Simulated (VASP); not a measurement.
# OsC6 (Fm-3m) in VASP: a series of runs, part 2 of 2

VASP 6.6.1. Earlier steps stand in the parts before.

**5. Single point, PBE**

INCAR reads:

```
SYSTEM = OsC6
PREC = Accurate
ENCUT = 600
EDIFF = 1E-6
ISMEAR = 0
SIGMA = 0.1
LREAL = .FALSE.
LASPH = .TRUE.
NELM = 120
ALGO = Normal
ISIF = 2
LWAVE = .FALSE.
LCHARG = .FALSE.
GGA = PE
NBANDS = 29
GGA_COMPAT = .FALSE.
```

KPOINTS reads:

```
Automatic mesh
0
G
  4 4 4
  0 0 0
```

POSCAR reads:

```
OsC6
1.0
    0.0000000000      3.2014569618      3.2014569618
    3.2014569618      0.0000000000      3.2014569618
    3.2014569618      3.2014569618      0.0000000000
Os C
1 6
Direct
    0.0000000000      0.0000000000      0.0000000000
    0.3222369922      0.6777630078      0.6777630078
    0.6777630078      0.3222369922      0.3222369922
    0.6777630078      0.3222369922      0.6777630078
    0.3222369922      0.6777630078      0.3222369922
    0.6777630078      0.6777630078      0.3222369922
    0.3222369922      0.3222369922      0.6777630078
```

Started as:

```
cat potpaw_PBE.64/Os_sv_GW/POTCAR potpaw_PBE.64/C/POTCAR > POTCAR
mpirun -np 1 vasp_std > vasp.out
```

Wall time 29 s (1 thread of Intel Xeon Platinum 8488C (Sapphire Rapids), shared host); peak memory 0.21 GiB.

It converged, with:

```yaml
Free_energy: -58.3772 eV
Pressure: 0.0 GPa
Largest_force: 0.090 eV/Å
Band_gap_on_the_k_mesh: 0.92 eV, direct
```

Forces on the atoms (eV/Å):
```
Os   0.000  0.000  0.000
C    0.090  0.000  0.000
C   -0.090  0.000  0.000
C    0.000  0.090  0.000
C    0.000 -0.090  0.000
C    0.000  0.000  0.090
C    0.000  0.000 -0.090
```

Levels at points of the mesh, in eV from the valence-band top:
```tsv
k point	band 16	band 17	band 18	band 19	band 20	band 21	band 22	band 23	band 24	band 25
(0.00, 0.00, 0.00)	-3.29	-3.29	-0.10	-0.10	-0.10	2.57	2.57	2.57	3.63	3.63
(0.50, 0.00, 0.00)	-5.42	-5.42	-2.84	-2.84	-2.03	2.98	3.51	3.51	6.42	6.81
(0.50, 0.50, 0.00)	-3.24	-2.94	-1.88	-1.88	0.00	0.92	1.52	1.52	3.64	3.79
```

Caveat: the k points lie up to 0.42 Å⁻¹ apart; spin-orbit coupling is left out, which moves the levels of the heavy elements. A k mesh can miss the band edges.

**6. Single point, PBE**

INCAR reads:

```
PREC     = Accurate       # precision mode
ENCUT    = 600            # plane-wave cutoff, eV
EDIFF    = 1E-6           # SCF threshold, eV
ISMEAR   = 0              # smearing method
SIGMA    = 0.02           # smearing width, eV
LREAL    = False          # projectors in reciprocal space
LASPH    = True           # aspherical terms in the spheres
NELM     = 120            # most SCF steps
ALGO     = Normal         # electronic algorithm
ISIF     = 2              # what is computed and relaxed
LWAVE    = False          # write WAVECAR
LCHARG   = False          # write CHGCAR
GGA      = PE             # functional
NBANDS   = 29             # bands
GGA_COMPAT= False
```

KPOINTS reads:

```
Automatic mesh
0
Gamma
  8 8 8
```

POSCAR reads:

```
OsC6
1.0
    0.0000000000      3.2010644632      3.2010644632
    3.2010644632      0.0000000000      3.2010644632
    3.2010644632      3.2010644632      0.0000000000
Os C
1 6
Direct
    0.0000000000      0.0000000000      0.0000000000
    0.3222128909      0.6777871091      0.6777871091
    0.6777871091      0.3222128909      0.3222128909
    0.6777871091      0.3222128909      0.6777871091
    0.3222128909      0.6777871091      0.3222128909
    0.6777871091      0.6777871091      0.3222128909
    0.3222128909      0.3222128909      0.6777871091
```

Potentials or basis: VASP PAW PBE potentials, release 64 (Os_sv_GW, C).

Started as:

```
cat potpaw_PBE.64/Os_sv_GW/POTCAR potpaw_PBE.64/C/POTCAR > POTCAR
mpirun -np 1 vasp_std > vasp.out
```

It took 48 s on 1 thread of Intel Xeon 6975P-C (Granite Rapids), shared host; peak memory 0.24 GiB.

The run converged. Its results:

* Free energy: -58.3833 eV
* Pressure: 0.1 GPa
* Largest force: 0.092 eV/Å
* Band gap on the k mesh: 0.93 eV, direct

Forces in eV/Å, atoms in the order of the input:
```
Os   0.000  0.000  0.000
C    0.092  0.000  0.000
C   -0.092  0.000  0.000
C    0.000  0.092  0.000
C    0.000 -0.092  0.000
C    0.000  0.000  0.092
C    0.000  0.000 -0.092
```

Levels at points of the mesh, in eV from the valence-band top:
```
           k point  band 18  band 19  band 20  band 21  band 22  band 23
(0.00, 0.00, 0.00)    -0.10    -0.10    -0.10     2.58     2.58     2.58
(0.50, 0.00, 0.00)    -2.84    -2.84    -2.03     2.99     3.51     3.51
(0.50, 0.50, 0.00)    -1.89    -1.89     0.00     0.93     1.53     1.53
```

Caveat: spin-orbit coupling is left out, which moves the levels of the heavy elements. A k mesh can miss the band edges.

**7. Single point, PBE**

INCAR reads:

```
PREC = Accurate ; ENCUT = 600
EDIFF = 1E-6 ; ISMEAR = 0
SIGMA = 0.1 ; LREAL = False
LASPH = True ; NELM = 120
ALGO = Normal ; ISIF = 2
LWAVE = False ; LCHARG = False
GGA = PE ; NBANDS = 29
GGA_COMPAT = False
```

KPOINTS reads:

```
regular mesh
0
Gamma
  6 6 6
```

POSCAR reads:

```
OsC6
1.0
    0.0000000000      3.2014569618      3.2014569618
    3.2014569618      0.0000000000      3.2014569618
    3.2014569618      3.2014569618      0.0000000000
Os C
1 6
Direct
    0.0000000000      0.0000000000      0.0000000000
    0.3222369922      0.6777630078      0.6777630078
    0.6777630078      0.3222369922      0.3222369922
    0.6777630078      0.3222369922      0.6777630078
    0.3222369922      0.6777630078      0.3222369922
    0.6777630078      0.6777630078      0.3222369922
    0.3222369922      0.3222369922      0.6777630078
```

Started as:

```
cat potpaw_PBE.64/Os_sv_GW/POTCAR potpaw_PBE.64/C/POTCAR > POTCAR
mpirun -np 1 vasp_std > vasp.out
```

It took 32 s on 1 thread of AMD EPYC 9R45 (Zen 5), shared host; peak memory 0.19 GiB.

It converged, with:

| Property | Result |
| --- | --- |
| Free energy | -58.3831 eV |
| Pressure | 0.0 GPa |
| Largest force | 0.099 eV/Å |
| Band gap on the k mesh | 0.93 eV, direct |

Forces on the atoms (eV/Å):
```
Os   0.000  0.000  0.000
C    0.099  0.000  0.000
C   -0.099  0.000  0.000
C    0.000  0.099  0.000
C    0.000 -0.099  0.000
C    0.000  0.000  0.099
C    0.000  0.000 -0.099
```

Levels at points of the mesh, in eV from the valence-band top:
```tsv
k point	band 17	band 18	band 19	band 20	band 21	band 22	band 23	band 24
(0.00, 0.00, 0.00)	-3.28	-0.10	-0.10	-0.10	2.58	2.58	2.58	3.63
(0.50, 0.00, 0.00)	-5.42	-2.84	-2.84	-2.03	2.99	3.51	3.51	6.42
(0.50, 0.50, 0.00)	-2.93	-1.88	-1.88	0.00	0.93	1.53	1.53	3.64
```

Caveat: spin-orbit coupling is left out, which moves the levels of the heavy elements.

**8. The runs side by side**

```tsv
task	potentials or basis	cell	k mesh	smearing	second run	gap on the mesh (eV)	pressure (GPa)	relaxed volume (Å³/atom)	largest force (eV/Å)
relaxation of cell and atoms	VASP PAW PBE potentials, release 64 (Os, C)	relaxed from a = 4.528 Å, angles 60.0°, 7 atoms	6 × 6 × 6	gaussian 0.1 eV	-	0.96	0.1	9.40	0.02
relaxation of cell and atoms	VASP PAW PBE potentials, release 64 (Os, C)	relaxed from a = 4.528 Å, angles 60.0°, 7 atoms	8 × 8 × 8	gaussian 0.02 eV	-	0.96	0.0	9.40	-
single point	VASP PAW PBE potentials, release 64 (Os_sv_GW, C)	a = 5.141 Å, angles 60.0°, 7 atoms	4 × 4 × 4	gaussian 0.1 eV	valence_matched	none	170.3	-	35.59
single point	VASP PAW PBE potentials, release 64 (Os_sv_GW, C)	a = 4.528 Å, angles 60.0°, 7 atoms	4 × 4 × 4	gaussian 0.1 eV	valence_matched	0.92	0.0	-	0.09
single point	VASP PAW PBE potentials, release 64 (Os_sv_GW, C)	a = 4.527 Å, angles 60.0°, 7 atoms	8 × 8 × 8	gaussian 0.02 eV	valence_matched	0.93	0.1	-	0.09
single point	VASP PAW PBE potentials, release 64 (Os_sv_GW, C)	a = 4.528 Å, angles 60.0°, 7 atoms	6 × 6 × 6	gaussian 0.1 eV	valence_matched	0.93	0.0	-	0.10
```

Alike in all rows: level PBE; no spin polarisation; cutoff (eV) 600.

Caveats: some runs use coarse meshes; spin-orbit coupling is left out, which moves the levels of the heavy elements; forces of over 1 eV/Å act on the atoms, so gaps and moduli don't describe the material at rest (some runs).

Absolute energies hang on the potentials; compare differences alone.
